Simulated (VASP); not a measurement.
# AlGa3P4 (P-43m) in VASP: further runs

The runs below take AlGa3P4 through single point, relaxation of cell and atoms, with PBE.

All numbers are computed with VASP 6.6.1; they aren't measurements. Logs are shortened: lines on timing, memory, paths and dates and some standing lists are left out, and cuts for length are marked.

## Step 1: The cell of the first run

Symmetry: P-43m, No. 215, cubic system. Conventional cell: a = 5.507 Å, b = 5.507 Å, c = 5.507 Å, α = 90.00°, β = 90.00°, γ = 90.00°. Al (site symmetry -43m) has 4 P at 2.38 Å within 3.1 Å. Within 3.2 Å of Ga (site symmetry -42m) lie 4 P at 2.39 Å. Within 3.1 Å of P (site symmetry 3m) lie 1 Al at 2.38 Å and 3 Ga at 2.39 Å.

## Step 2: Single point, PBE

INCAR

```
SYSTEM = AlGa3P4
PREC = Accurate
ENCUT = 520
EDIFF = 1E-6
ISMEAR = 0
SIGMA = 0.02
LREAL = .FALSE.
LASPH = .TRUE.
NELM = 100
ALGO = Normal
ISIF = 2
LWAVE = .FALSE.
LCHARG = .FALSE.
GGA = PE
NBANDS = 41
```

KPOINTS

```
regular mesh
0
G
  6 6 6
  0 0 0
```

POSCAR

```
AlGa3P4
1.0
    5.5071724909      0.0000000000      0.0000000000
    0.0000000000      5.5071724909      0.0000000000
    0.0000000000      0.0000000000      5.5071724909
Al Ga P
1 3 4
Direct
    0.0000000000      0.0000000000      0.0000000000
    0.5000000000      0.0000000000      0.5000000000
    0.5000000000      0.5000000000      0.0000000000
    0.0000000000      0.5000000000      0.5000000000
    0.7505047992      0.2494952008      0.2494952008
    0.7505047992      0.7505047992      0.7505047992
    0.2494952008      0.2494952008      0.7505047992
    0.2494952008      0.7505047992      0.2494952008
```

Potentials or basis: VASP PAW PBE potentials, release 64 (Al, Ga_d, P).

Started as:

```sh
cat potpaw_PBE.64/Al/POTCAR potpaw_PBE.64/Ga_d/POTCAR potpaw_PBE.64/P/POTCAR > POTCAR
mpirun -np 1 vasp_std > vasp.out
```

OUTCAR:

```text
SYSTEM = AlGa3P4
   PREC = Accurate
   ENCUT = 520
   EDIFF = 1E-6
   ISMEAR = 0
   LREAL = .FALSE.
   LASPH = .TRUE.
   NELM = 100
   ISIF = 2
   GGA = PE

 ion  position               nearest neighbor table
   1  0.000  0.000  0.000-   5 2.38   6 2.38   7 2.38   8 2.38
   2  0.500  0.000  0.500-   5 2.39   6 2.39   7 2.39   8 2.39
   3  0.500  0.500  0.000-   5 2.39   6 2.39   7 2.39   8 2.39
   4  0.000  0.500  0.500-   5 2.39   6 2.39   7 2.39   8 2.39
   5  0.751  0.249  0.249-   1 2.38   2 2.39   3 2.39   4 2.39
   6  0.751  0.751  0.751-   1 2.38   2 2.39   3 2.39   4 2.39
   7  0.249  0.249  0.751-   1 2.38   2 2.39   3 2.39   4 2.39
   8  0.249  0.751  0.249-   1 2.38   2 2.39   3 2.39   4 2.39

  LATTYP: Found a simple cubic cell.
 ALAT       =     5.5071724909

  Lattice vectors:

 A1 = (   5.5071724909,   0.0000000000,   0.0000000000)
 A2 = (   0.0000000000,   5.5071724909,   0.0000000000)
 A3 = (   0.0000000000,   0.0000000000,   5.5071724909)

Analysis of symmetry for initial positions (statically):
=====================================================================
 Subroutine PRICEL returns:
 Original cell was already a primitive cell.

 Routine SETGRP: Setting up the symmetry group for a
 simple cubic supercell.

 Subroutine GETGRP returns: Found 24 space group operations
 (whereof 24 operations were pure point group operations)
 out of a pool of 48 trial point group operations.

The static configuration has the point symmetry T_d .

Analysis of symmetry for dynamics (positions and initial velocities):
=====================================================================
 Subroutine PRICEL returns:
 Original cell was already a primitive cell.

 Routine SETGRP: Setting up the symmetry group for a
 simple cubic supercell.

 Subroutine GETGRP returns: Found 24 space group operations
 (whereof 24 operations were pure point group operations)
 out of a pool of 48 trial point group operations.

The dynamic configuration has the point symmetry T_d .

 Subroutine INISYM returns: Found 24 space group operations
 (whereof 24 operations are pure point group operations),
 and found     1 'primitive' translations

----------------------------------------------------------------------------------------

                                     Primitive cell

  volume of cell :     167.0268

  direct lattice vectors                    reciprocal lattice vectors
     5.507172491  0.000000000  0.000000000     0.181581383  0.000000000  0.000000000
     0.000000000  5.507172491  0.000000000     0.000000000  0.181581383  0.000000000
     0.000000000  0.000000000  5.507172491     0.000000000  0.000000000  0.181581383

  length of vectors
     5.507172491  5.507172491  5.507172491     0.181581383  0.181581383  0.181581383

  position of ions in fractional coordinates (direct lattice)
     0.000000000  0.000000000  0.000000000
     0.500000000  0.000000000  0.500000000
     0.500000000  0.500000000  0.000000000
     0.000000000  0.500000000  0.500000000
     0.750504799  0.249495201  0.249495201
     0.750504799  0.750504799  0.750504799
     0.249495201  0.249495201  0.750504799
     0.249495201  0.750504799  0.249495201

  ion indices of the primitive-cell ions
   primitive index   ion index
                 1           1
                 2           2
                 3           3
                 4           4
                 5           5
                 6           6
                 7           7
                 8           8

----------------------------------------------------------------------------------------

 KPOINTS: regular mesh

Automatic generation of k-mesh.
 Grid dimensions read from file:
 generate k-points for:    6    6    6

 Generating k-lattice:

  Cartesian coordinates                     Fractional coordinates (reciprocal lattice)
     0.030263564  0.000000000  0.000000000     0.166666667  0.000000000  0.000000000
     0.000000000  0.030263564  0.000000000     0.000000000  0.166666667  0.000000000
     0.000000000  0.000000000  0.030263564     0.000000000  0.000000000  0.166666667

  Length of vectors
     0.030263564  0.030263564  0.030263564

  Shift w.r.t. Gamma in fractional coordinates (k-lattice)
     0.000000000  0.000000000  0.000000000

 Subroutine IBZKPT returns following result:
 ===========================================

 Found     20 irreducible k-points:

 Following reciprocal coordinates:
            Coordinates               Weight
  0.000000  0.000000  0.000000      1.000000
  0.166667  0.000000  0.000000      6.000000
  0.333333  0.000000  0.000000      6.000000
  0.500000  0.000000  0.000000      3.000000
  0.166667  0.166667  0.000000     12.000000
  0.333333  0.166667  0.000000     24.000000
[... 12 lines left out ...]
  0.500000  0.500000  0.333333      6.000000
  0.500000  0.500000  0.500000      1.000000
   k-points           NKPTS =     20   k-points in BZ     NKDIM =     20   number of bands    NBANDS=     41
   number of dos      NEDOS =    301   number of ions     NIONS =      8
   total plane-waves  NPLWV =  74088
   dimension x,y,z NGX =    42 NGY =   42 NGZ =   42
   dimension x,y,z NGXF=    84 NGYF=   84 NGZF=   84
   ions per type =               1   3   4
   NGX,Y,Z   is equivalent  to a cutoff of  12.68, 12.68, 12.68 a.u.
   NGXF,Y,Z  is equivalent  to a cutoff of  25.36, 25.36, 25.36 a.u.
 SYSTEM =  AlGa3P4
   PREC   = accura    normal or accurate (medium, high low for compatibility)
   ISTART =      0    job   : 0-new  1-cont  2-samecut
   ICHARG =      2    charge: 1-file 2-atom 10-const
   ISPIN  =      1    spin polarized calculation?
   LNONCOLLINEAR =      F non collinear calculations
   LSORBIT =      F    spin-orbit coupling
   LASPH  =      T    aspherical Exc in radial PAW
   ENCUT  =  520.0 eV  38.22 Ry    6.18 a.u.  10.24 10.24 10.24*2*pi/ulx,y,z
   NELM   =    100;   NELMIN=  2; NELMDL= -5     # of ELM steps
   EDIFF  = 0.1E-05   stopping-criterion for ELM
   LREAL  =      F    real-space projection
   EDIFFG = 0.1E-04   stopping-criterion for IOM
   NSW    =      0    number of steps for IOM
   IBRION =     -1    ionic relax: 0-MD 1-quasi-New 2-CG
   NFREE  =      0    steps in history (QN), initial steepest desc. (CG)
   ISIF   =      2    stress and relaxation
   ISYM   =      2    0-nonsym 1-usesym 2-fastsym
   POTIM  = 0.5000    time-step for ionic-motion
   TEBEG  =    0.0;   TEEND  =   0.0 temperature during run
   PSTRESS=    0.0 pullay stress
   NELECT =      62.0000    total number of electrons
   NUPDOWN=      -1.0000    fix difference up-down
   EMIN   =  10.00;   EMAX   =-10.00  energy-range for DOS
   EFERMI =   0.00;   METHOD = LEGACY
   ISMEAR =     0;   SIGMA  =   0.02  broadening in eV -4-tet -1-fermi 0-gaus
   EFERMI_NEDOS =   21; number of points for ismear=-14 and -15
   IALGO  =     38    algorithm
   IMIX   =      4    mixing-type and parameters
     AMIX     =   0.40;   BMIX     =  1.00
     AMIX_MAG =   1.60;   BMIX_MAG =  1.00
  volume/ion in A,a.u.               =      20.88       140.89
  Fermi-wavevector in a.u.,A,eV,Ry     =   1.176549  2.223355 18.834106  1.384268
  Thomas-Fermi vector in A             =   2.312911
   LORBIT       =      0    0 simple, 1 ext, 2 COOP (PROOUT), +10 PAW based schemes
   GGA     = PE    functional components
   LHFCALC =     F    Hartree Fock is set to
   AEXX    =    0.0000 exact exchange contribution
   IVDW    =     0    specifies the selected vdW correction
   LEPSILON=     F    determine dielectric tensor
   LRPA    =     F    only Hartree local field effects (RPA)
 non-spin polarized calculation
 Gauss-broadening in eV      SIGMA  =   0.02
  energy-cutoff  :      520.00
  volume of cell :      167.03
 maximum number of plane-waves:      4632
 NGX is ok and might be reduce to    42
   NGX = 21   NGY = 21   NGZ = 21

 number of electron      61.9999976 magnetization

 Free energy of the ion-electron system (eV)
  ---------------------------------------------------
  ext. energy  EPLUGINS =         0.00000000
  ---------------------------------------------------
  free energy    TOTEN  =       -37.74260310 eV

  energy without entropy =      -37.74260310  energy(sigma->0) =      -37.74260310

 E-fermi :   4.4547     XC(G=0):  -9.5473

 val. band max:        4.3254003908   @ k =   0.0000   0.0000   0.0000
 cond. band min:       5.9630572689   @ k =   0.5000   0.5000   0.5000
 fundamental gap:      1.6376568781
 Fermi energy:         4.4547147813

 k-point     1 :       0.0000    0.0000    0.0000
  band No.  band energies     occupation
      1     -10.1338      2.00000
      2     -10.1338      2.00000
      3     -10.1338      2.00000
      4     -10.0419      2.00000
      5     -10.0419      2.00000
      6     -10.0419      2.00000
[... 33 lines left out ...]
     40       8.3915      0.00000
     41       8.3915      0.00000

 k-point     2 :       0.1667    0.0000    0.0000
  band No.  band energies     occupation
      1     -10.1310      2.00000
      2     -10.1308      2.00000
      3     -10.1308      2.00000
      4     -10.0472      2.00000
      5     -10.0414      2.00000
      6     -10.0414      2.00000
[... 33 lines left out ...]
     40       8.8093      0.00000
     41       8.8094      0.00000

 k-point     3 :       0.3333    0.0000    0.0000
  band No.  band energies     occupation
      1     -10.1242      2.00000
      2     -10.1241      2.00000
      3     -10.1241      2.00000
      4     -10.0586      2.00000
      5     -10.0392      2.00000
      6     -10.0392      2.00000
[... 699 lines left out ...]
      2     -10.1001      2.00000
      3     -10.1001      2.00000
      4     -10.0995      2.00000
      5     -10.0390      2.00000
      6     -10.0390      2.00000
[... 33 lines left out ...]
     40       9.1006      0.00000
     41       9.3675      0.00000

 k-point    20 :       0.5000    0.5000    0.5000
  band No.  band energies     occupation
      1     -10.1318      2.00000
      2     -10.1008      2.00000
      3     -10.1008      2.00000
      4     -10.1008      2.00000
      5     -10.0401      2.00000
      6     -10.0401      2.00000
[... 33 lines left out ...]
     40       9.1641      0.00000
     41       9.1814      0.00000

------------------------ aborting loop because EDIFF is reached ----------------------------------------

  FORCE on cell =-STRESS in cart. coord.  units (eV):
  Direction    XX          YY          ZZ          XY          YZ          ZX
  --------------------------------------------------------------------------------------
  -------------------------------------------------------------------------------------
  Total       -0.0388462     -0.0388462     -0.0388462     -0.0000000      0.0000000     -0.0000000
  in kB       -0.3726258     -0.3726258     -0.3726258     -0.0000000      0.0000000     -0.0000000
  external PRESSURE =      -0.3726258 kB  Pullay stress =       0.0000000 kB

 VOLUME and BASIS-vectors are now :
 -----------------------------------------------------------------------------
  energy-cutoff  :      520.00
  volume of cell :      167.03
      direct lattice vectors                 reciprocal lattice vectors
     5.507172491  0.000000000  0.000000000     0.181581383  0.000000000  0.000000000
     0.000000000  5.507172491  0.000000000     0.000000000  0.181581383  0.000000000
     0.000000000  0.000000000  5.507172491     0.000000000  0.000000000  0.181581383

 POSITION                                       TOTAL-FORCE (eV/Angst)
 -----------------------------------------------------------------------------------
      0.00000      0.00000      0.00000         0.000000     -0.000000     -0.000000
      2.75359      0.00000      2.75359         0.000000     -0.000000     -0.000000
      2.75359      2.75359      0.00000         0.000000     -0.000000     -0.000000
      0.00000      2.75359      2.75359         0.000000     -0.000000     -0.000000
      4.13316      1.37401      1.37401         0.002988     -0.002988     -0.002988
      4.13316      4.13316      4.13316         0.002988      0.002988      0.002988
      1.37401      1.37401      4.13316        -0.002988     -0.002988      0.002988
      1.37401      4.13316      1.37401        -0.002988      0.002988     -0.002988
 -----------------------------------------------------------------------------------
    total drift:                               -0.000000     -0.000000     -0.000000

  FREE ENERGIE OF THE ION-ELECTRON SYSTEM (eV)
  ---------------------------------------------------
  free  energy   TOTEN  =       -37.7426031010 eV

  energy  without entropy=      -37.7426031010  energy(sigma->0) =      -37.74260310
```

It took 3.8 min on 1 thread of Intel Xeon 8259CL, shared host; peak memory 0.32 GiB.

Results:

```yaml
Free_energy: -37.7426 eV
Pressure: 0.0 GPa
Largest_force: 0.005 eV/Å
Band_gap_on_the_k_mesh: 1.64 eV (least direct gap 1.72 eV)
```

Forces in eV/Å, atoms in the order of the input:
```
Al   0.000  0.000  0.000
Ga   0.000  0.000  0.000
Ga   0.000  0.000  0.000
Ga   0.000  0.000  0.000
P    0.003 -0.003 -0.003
P    0.003  0.003  0.003
P   -0.003 -0.003  0.003
P   -0.003  0.003 -0.003
```

## Step 3: Relaxation of cell and atoms, PBE

This run uses another cell than the first one, of 18.93 Å³/atom.

INCAR

```
PREC = Accurate ; ENCUT = 600
EDIFF = 1E-6 ; ISMEAR = 0
SIGMA = 0.1 ; LREAL = False
LASPH = True ; NELM = 100
ALGO = Normal ; ISIF = 3
LWAVE = False ; LCHARG = False
GGA = PE ; IBRION = 2
NSW = 90 ; EDIFFG = -0.04
```

KPOINTS

```
Automatic mesh
0
Gamma
  4 4 4
```

POSCAR

```
AlGa3P4
1.0
    5.3297780300      0.0000000000      0.0000000000
    0.0000000000      5.3297780300      0.0000000000
    0.0000000000      0.0000000000      5.3297780300
Al Ga P
1 3 4
Direct
    0.0000000000      0.0000000000      0.0000000000
    0.5000000000      0.0000000000      0.5000000000
    0.5000000000      0.5000000000      0.0000000000
    0.0000000000      0.5000000000      0.5000000000
    0.7500000000      0.2500000000      0.2500000000
    0.7500000000      0.7500000000      0.7500000000
    0.2500000000      0.2500000000      0.7500000000
    0.2500000000      0.7500000000      0.2500000000
```

Potentials or basis: VASP PAW PBE potentials, release 64 (Al, Ga_d, P).

Started as:

```sh
cat potpaw_PBE.64/Al/POTCAR potpaw_PBE.64/Ga_d/POTCAR potpaw_PBE.64/P/POTCAR > POTCAR
mpirun -np 1 vasp_std > vasp.out
```

OUTCAR:

```text
PREC = Accurate
   ENCUT = 600
   EDIFF = 1E-6
   ISMEAR = 0
   LREAL = False
   LASPH = True
   NELM = 100
   ISIF = 3
   GGA = PE
   IBRION = 2
   NSW = 90
   EDIFFG = -0.04

 ion  position               nearest neighbor table
   1  0.000  0.000  0.000-   5 2.31   6 2.31   7 2.31   8 2.31
   2  0.500  0.000  0.500-   5 2.31   6 2.31   7 2.31   8 2.31
   3  0.500  0.500  0.000-   5 2.31   6 2.31   7 2.31   8 2.31
   4  0.000  0.500  0.500-   5 2.31   6 2.31   7 2.31   8 2.31
   5  0.750  0.250  0.250-   1 2.31   2 2.31   3 2.31   4 2.31
   6  0.750  0.750  0.750-   1 2.31   2 2.31   3 2.31   4 2.31
   7  0.250  0.250  0.750-   1 2.31   2 2.31   3 2.31   4 2.31
   8  0.250  0.750  0.250-   1 2.31   2 2.31   3 2.31   4 2.31

  LATTYP: Found a simple cubic cell.
 ALAT       =     5.3297780300

  Lattice vectors:

 A1 = (   5.3297780300,   0.0000000000,   0.0000000000)
 A2 = (   0.0000000000,   5.3297780300,   0.0000000000)
 A3 = (   0.0000000000,   0.0000000000,   5.3297780300)

Analysis of symmetry for initial positions (statically):
=====================================================================
 Subroutine PRICEL returns:
 Original cell was already a primitive cell.

[... 156 lines left out ...]
   NGX = 21   NGY = 21   NGZ = 21

--------------------------------------- Ionic step        1  -------------------------------------------

 number of electron      61.9999995 magnetization

 Free energy of the ion-electron system (eV)
  ---------------------------------------------------
  ext. energy  EPLUGINS =         0.00000000
  ---------------------------------------------------
  free energy    TOTEN  =       -37.31109277 eV

  energy without entropy =      -37.31109277  energy(sigma->0) =      -37.31109277

------------------------ aborting loop because EDIFF is reached ----------------------------------------

  FORCE on cell =-STRESS in cart. coord.  units (eV):
  Direction    XX          YY          ZZ          XY          YZ          ZX
  --------------------------------------------------------------------------------------
  -------------------------------------------------------------------------------------
  Total        8.9258614      8.9258614      8.9258614     -0.0000000      0.0000000     -0.0000000
  in kB       94.4568275     94.4568275     94.4568275     -0.0000000      0.0000000     -0.0000000
  external PRESSURE =      94.4568275 kB  Pullay stress =       0.0000000 kB
[... 155 lines left out ...]
--------------------------------------- Ionic step        5  -------------------------------------------

 number of electron      62.0000013 magnetization

 Free energy of the ion-electron system (eV)
  ---------------------------------------------------
  ext. energy  EPLUGINS =         0.00000000
  ---------------------------------------------------
  free energy    TOTEN  =       -37.73112820 eV

  energy without entropy =      -37.73112820  energy(sigma->0) =      -37.73112820

 E-fermi :   4.8146     XC(G=0):  -9.5567

 val. band max:        4.3499336514   @ k =   0.0000   0.0000   0.0000
 cond. band min:       5.9943350608   @ k =   0.5000   0.5000   0.5000
 fundamental gap:      1.6444014094
 Fermi energy:         4.8146013409

 k-point     1 :       0.0000    0.0000    0.0000
  band No.  band energies     occupation
      1     -10.1160      2.00000
      2     -10.1160      2.00000
      3     -10.1160      2.00000
      4     -10.0234      2.00000
      5     -10.0234      2.00000
      6     -10.0234      2.00000
[... 424 lines left out ...]
  FREE ENERGIE OF THE ION-ELECTRON SYSTEM (eV)
  ---------------------------------------------------
  free  energy   TOTEN  =       -37.7311281961 eV

  energy  without entropy=      -37.7311281961  energy(sigma->0) =      -37.73112820

 reached required accuracy - stopping structural energy minimisation
```

It took 7.7 min on 1 thread of Intel Xeon 8259CL, shared host; peak memory 0.37 GiB.

What came out:

| Property | Result |
| --- | --- |
| Free energy | -37.7311 eV |
| Relaxed volume | 20.83 Å³/atom |
| Relaxed cell | a = 5.503 Å, b = 5.503 Å, c = 5.503 Å, α = 90.00°, β = 90.00°, γ = 90.00° |
| Space group after relaxing (to 0.1 Å) | P-43m (No. 215) |
| Energy gained by relaxing | 52.5 meV/atom |
| Ionic steps | 5 |
| Pressure after relaxing | 0.1 GPa |
| Band gap on the k mesh | 1.64 eV (least direct gap 1.72 eV) |

Step by step:
```csv
step,energy change (eV),largest force (eV/Å),pressure (GPa),volume (Å³)
1,0.0000,0.0494,9.45,151.40
2,-0.2821,0.0600,-4.08,177.19
3,-0.4198,0.0523,-0.02,166.95
4,-0.4197,0.0521,0.13,166.63
5,-0.4200,0.0189,0.14,166.64
```

Final structure:
```
Al Ga P
1.0
     5.50290    0.00000    0.00000
     0.00000    5.50290    0.00000
     0.00000    0.00000    5.50290
Al Ga P
1 3 4
Direct
  0.00000 0.00000 0.00000
  0.50000 0.00000 0.50000
  0.50000 0.50000 0.00000
  0.00000 0.50000 0.50000
  0.75040 0.24960 0.24960
  0.75040 0.75040 0.75040
  0.24960 0.24960 0.75040
  0.24960 0.75040 0.24960
```

A k mesh can miss the band edges.

(Continued in part 2 of 2.)
